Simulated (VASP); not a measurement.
Cu:

```
Cu
1.0
     4.21994    0.00000    0.00000
    -2.10997    3.65458    0.00000
     0.00000    0.00000    2.58701
Cu
3
Direct
  0.00000 0.00000 0.00000
  0.33333 0.66667 0.50000
  0.66667 0.33333 0.50000
```

This isn't the form of Cu at room conditions, which is fcc.

| Item | Value |
| --- | --- |
| Program | VASP 6.6.1 |
| Task | relaxation of cell and atoms |
| Functional | PBEsol |
| Potentials or basis | VASP PAW PBE potentials, release 64 (Cu) |
| Cutoff | 600 eV |
| k mesh | 6 × 6 × 6 |
| Occupations | gaussian, width 0.1 eV |
| Spin | no spin polarisation |

At the start: pressure -15.2 GPa; volume 13.30 Å³/atom.

Question: How do energy, volume and symmetry change on relaxing?

Answer: Over 5 steps the energy falls by 100.3 meV/atom and the volume is 11.56 Å³/atom (-13.1 %); space group P6/mmm (No. 191, to 0.1 Å) before and after.

The path:
```
step  energy change (eV)  largest force (eV/Å)  pressure (GPa)  volume (Å³)
   1              0.0000                0.0000          -15.17        39.90
   2             -0.2526                0.0000            8.84        33.06
   3             -0.2937                0.0000            0.36        34.66
   4             -0.3002                0.0000            0.32        34.68
   5             -0.3008                0.0000            0.34        34.68
```

Final structure:
```
Cu
1.0
     4.07588    0.00000    0.00000
    -2.03794    3.52982    0.00000
     0.00000    0.00000    2.41048
Cu
3
Direct
  0.00000 0.00000 0.00000
  0.33333 0.66667 0.50000
  0.66667 0.33333 0.50000
```

Caveat: the k points lie up to 0.43 Å⁻¹ apart in the final cell, too coarse for converged energies and pressures of a metal; the PAW data sets were made with another functional, which shifts forces and pressure a little.
